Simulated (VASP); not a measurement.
Input of a VASP 6.6.1 run:

Contents of INCAR:

```
SYSTEM = Si
PREC = Accurate
ENCUT = 520
EDIFF = 1E-7
ISMEAR = 0
SIGMA = 0.01
LREAL = .False.
LASPH = .True.
NELM = 100
ALGO = Normal
ISIF = 2
LWAVE = .False.
LCHARG = .False.
GGA = PS
NBANDS = 11
```

Contents of KPOINTS:

```
Automatic mesh
0
Gamma
  8 8 8
  0 0 0
```

POSCAR

```
Si
1.0
    0.0000000000      2.7240200000      2.7240200000
    2.7240200000      0.0000000000      2.7240200000
    2.7240200000      2.7240200000      0.0000000000
Si
2
Direct
    0.0000000000      0.0000000000      0.0000000000
    0.2500000000      0.2500000000      0.2500000000
```

Potentials or basis: VASP PAW PBE potentials, release 64 (Si).

Command:

```sh
$ cat potpaw_PBE.64/Si/POTCAR > POTCAR
$ mpirun -np 1 vasp_std > vasp.out
```

(1) Estimate the pressure.

(2) Estimate the band gap on the k mesh.

## Answers

(1) -0.6 GPa.

(2) 0.52 eV, indirect (least direct gap 2.51 eV).

Caveat: the PAW data sets were made with another functional, which shifts forces and pressure a little.
